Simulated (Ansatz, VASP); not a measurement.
**BN: VASP beside Ansatz**

```xyz
2
Lattice="0.0000 1.8075 1.8075 1.8075 0.0000 1.8075 1.8075 1.8075 0.0000" Properties=species:S:1:pos:R:3 pbc="T T T"
B     0.0000    0.0000    0.0000
N     0.9038    0.9038    0.9038
```

Alike in both runs: task single point; functional PBE; dispersion D3(BJ); k mesh 8 × 8 × 8; occupations gaussian, width 0.1 eV; no spin polarisation.

```csv
,VASP,Ansatz
version,VASP 6.6.1,Ansatz 0.2.0
potentials or method,"VASP PAW PBE potentials, release 64 (B, N), cutoff 600 eV","scalar-relativistic, plane waves, PAW"
valence electrons in the cell,8,8
```

```tsv
	VASP	Ansatz	Ansatz less VASP
gap on the k mesh at the Fermi level (eV)	4.46	4.47	+0.012
least direct gap on the mesh (eV)	8.82	8.83	+0.011
pressure (GPa)	-2.7	-2.7	0.00
```
